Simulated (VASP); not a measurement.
The system is Pb.

```
Pb
1.0
     0.00000    2.45841    2.45841
     2.45841    0.00000    2.45841
     2.45841    2.45841    0.00000
Pb
1
Direct
  0.00000 0.00000 0.00000
```

Base run:

* Program: VASP 6.6.1
* Functional: r2SCAN
* Potentials or basis: VASP PAW PBE potentials, release 64 (Pb_d)
* Cutoff: 520 eV
* k mesh: 9 × 9 × 9
* Occupations: fermi-dirac, width 0.05 eV
* Spin: non-collinear spin, zero start, spin-orbit coupling
* Starting moments: [[0.0, 0.0, 0.0]] μB

Its results: pressure 2.3 GPa; net moment 0.00 μB per cell.

The run is repeated on the same cell with these changes: functional from r2SCAN to PBEsol. What comes out?

Pressure 0.3 GPa; net moment 0.00 μB per cell.

Caveats: the PAW data sets were made with another functional, which shifts forces and pressure a little.
